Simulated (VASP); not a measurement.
Write the native input for VASP 6.6.1 that does the following.

- Task: single point
- Functional: PBE
- Potentials or basis: VASP PAW PBE potentials, release 64 (W_sv)
- Cutoff: 520 eV
- k mesh: 12 × 12 × 1
- Occupations: gaussian, width 0.1 eV
- Spin: no spin polarisation
- Dipole correction: yes
- Further INCAR settings: ALGO = Normal; EDIFF = 1e-06; NBANDS = 43

The structure of W lies in POSCAR:

```
W
1.0
    2.8270069242      0.0000000000      0.0000000000
   -1.4135034621      2.4482598130      0.0000000000
    0.0000000000      0.0000000000     24.2329659515
W
5
Direct
    0.6666666667      0.3333333333      0.3094957512
    0.3333333333      0.6666666667      0.4047478756
    0.0000000000      0.0000000000      0.5000000000
    0.6666666667      0.3333333333      0.5952521244
    0.3333333333      0.6666666667      0.6905042488
```

One way to write it, as run:

INCAR

```
ALGO = Normal
DIPOL = 0.5 0.5 0.500
EDIFF = 1E-6
ENCUT = 520
GGA = PE
IDIPOL = 3
ISIF = 2
ISMEAR = 0
LASPH = True
LCHARG = False
LDIPOL = True
LREAL = False
LWAVE = False
NBANDS = 43
NELM = 60
PREC = Accurate
SIGMA = 0.1
```

KPOINTS

```
k-points
0
Gamma
  12 12 1
```

Potentials or basis: VASP PAW PBE potentials, release 64 (W_sv).

Run with:

```sh
$ cat potpaw_PBE.64/W_sv/POTCAR > POTCAR
$ mpirun -np 1 vasp_std > vasp.out
```

Results of the run:

```yaml
Largest_force: 0.619 eV/Å
Band_gap_on_the_k_mesh: zero (bands 35 and 36 overlap by 1.42 eV)
```

Caveat: spin-orbit coupling is left out, which moves the levels of the heavy elements.

Wall time 3 min on 1 thread of AMD EPYC 9R45 (Zen 5), on a shared host, peak memory 0.31 GiB.
